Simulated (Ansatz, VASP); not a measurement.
ZnAu in VASP and in Ansatz

The input INCAR:

```
SYSTEM = ZnAu
PREC = Accurate ; ENCUT = 520
EDIFF = 1E-8 ; ISMEAR = -1
SIGMA = 0.05 ; LREAL = .False.
LASPH = .True. ; NELM = 80
ALGO = Normal ; ISIF = 2
LWAVE = .False. ; LCHARG = .False.
GGA = PS ; LEFG = .True.
NBANDS = 18
```

File KPOINTS:

```
regular mesh
0
Gamma
  13 13 13
  0 0 0
```

Contents of POSCAR:

```
ZnAu
1.0
    3.1044677592      0.0000000000      0.0000000000
    0.0000000000      3.1044677592      0.0000000000
    0.0000000000      0.0000000000      3.1044677592
Zn Au
1 1
Direct
    0.5000000000      0.5000000000      0.5000000000
    0.0000000000      0.0000000000      0.0000000000
```

Input for Ansatz:

```yaml
crystal:
  lattice:
    - [3.1044677592, 0.0, 0.0]
    - [0.0, 3.1044677592, 0.0]
    - [0.0, 0.0, 3.1044677592]
  atoms:
    - { symbol: Zn, position: [0.5, 0.5, 0.5] }
    - { symbol: Au, position: [0.0, 0.0, 0.0] }
kpoints:
  mp_grid: { grid: [13, 13, 13] }
scf:
  occupations: { method: fermi_dirac, width: 0.05 }
hamiltonian:
  xc: pbesol
  pseudopotentials: { kind: all_electron, datasets: crystal }
output:
  forces: true
  stress: true
  eigenvalues: true
  efg: { contact_densities: true }
```

Change from the starting cell: volume scaled by 0.96, crystal datasets.

Alike in both runs: task electric field gradients; functional PBEsol; k mesh 13 × 13 × 13; occupations fermi-dirac, width 0.05 eV; no spin polarisation.

```csv
,VASP,Ansatz
version,VASP 6.6.1,Ansatz 0.2.0
potentials or method,"VASP PAW PBE potentials, release 64 (Zn, Au), cutoff 520 eV","all-electron PAW with datasets made for the crystal, scalar-relativistic"
```

Ansatz gave:

| Quantity | Value |
| --- | --- |
| pressure (GPa) | 3.5 |

Question: Which values does VASP return?

Answer: Pressure (GPa): 3.7.

VASP's potentials were made for PBE, not for PBEsol. Ansatz ran all-electron here, and VASP with PAW potentials.

Spin-orbit coupling is off throughout.
